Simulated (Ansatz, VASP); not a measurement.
## Sb in VASP and in Ansatz

```xyz
8
Lattice="-6.2209 0.0000 0.0000 0.0000 0.0000 6.2209 0.0000 6.2209 0.0000" Properties=species:S:1:pos:R:3 pbc="T T T"
Sb   -3.1105    0.0000    0.0000
Sb   -3.1105    0.0000    3.1105
Sb   -3.1105    3.1105    0.0000
Sb   -3.1105    3.1105    3.1105
Sb    0.0000    0.0000    0.0000
Sb    0.0000    0.0000    3.1105
Sb    0.0000    3.1105    0.0000
Sb    0.0000    3.1105    3.1105
```

Alike in both runs: task relaxation of cell and atoms; functional PBE; k mesh 6 × 6 × 6; occupations gaussian, width 0.1 eV; no spin polarisation.

```csv
,VASP,Ansatz
version,VASP 6.6.1,Ansatz 0.2.0
potentials or method,"VASP PAW PBE potentials, release 64 (Sb), cutoff 600 eV","scalar-relativistic, plane waves, PAW"
valence electrons in the cell,40,120
```

|  | VASP | Ansatz | Ansatz less VASP |
| --- | --- | --- | --- |
| gap on the k mesh at the Fermi level, each at its own relaxed structure (eV) | none | none | - |
| relaxed volume (Å³/atom) | 30.09 | 30.09 | 0.000 |
| relaxed cell length with the largest relative difference (Å) | 6.221 | 6.221 | 0.0000 |

A gap of «none» marks a metal or a gap that the smearing closes. VASP's potentials hold 40 valence electrons a cell and Ansatz's 120, so a difference there can come from the potentials and not from the codes.

Spin-orbit coupling is off throughout. Noted on VASP's run: the relaxation stopped at its first step, so nothing moved.
